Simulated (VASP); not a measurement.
Wanted: the native input for a VASP 6.6.1 run.

* Task: single point
* Functional: LDA
* Potentials or basis: VASP PAW LDA potentials, release 64 (Cu_sv_GW)
* Cutoff: 820 eV
* k mesh: 22 × 22 × 22
* Occupations: gaussian, width 0.15 eV
* Spin: no spin polarisation
* Dipole correction: no
* Further INCAR settings: ALGO = Normal; EDIFF = 1e-06; NBANDS = 16

The structure of Cu lies in POSCAR:

```
Cu
1.0
   -1.4631000000      1.4631000000      1.2908000000
    1.4631000000     -1.4631000000      1.2908000000
    1.4631000000      1.4631000000     -1.2908000000
Cu
1
Direct
    0.0000000000      0.0000000000      0.0000000000
```

One way to write it, as run:

INCAR

```
SYSTEM = Cu
ALGO = Normal ; EDIFF = 1E-6
ENCUT = 820 ; GGA = CA
GGA_COMPAT = .False. ; ISIF = 2
ISMEAR = 0 ; LASPH = .True.
LCHARG = .True. ; LELF = .True.
LREAL = .False. ; LVHAR = .True.
LWAVE = .False. ; NBANDS = 16
NELM = 120 ; PREC = Accurate
SIGMA = 0.15
```

KPOINTS

```
k-points
0
Gamma
  22 22 22
  0 0 0
```

Potentials or basis: VASP PAW LDA potentials, release 64 (Cu_sv_GW).

Run with:

```sh
$ cat potpaw_LDA.64/Cu_sv_GW/POTCAR > POTCAR
$ mpirun -np 1 vasp_std > vasp.out
```

It gave:

```yaml
Pressure: -2.3 GPa
Band_gap_on_the_k_mesh: zero (an odd number of electrons rules out a gap without spin polarisation)
```

Run time: 77 s on 1 thread of Intel(R) Xeon(R) 6975P-C (Granite Rapids), on a shared host, peak memory 0.43 GiB.
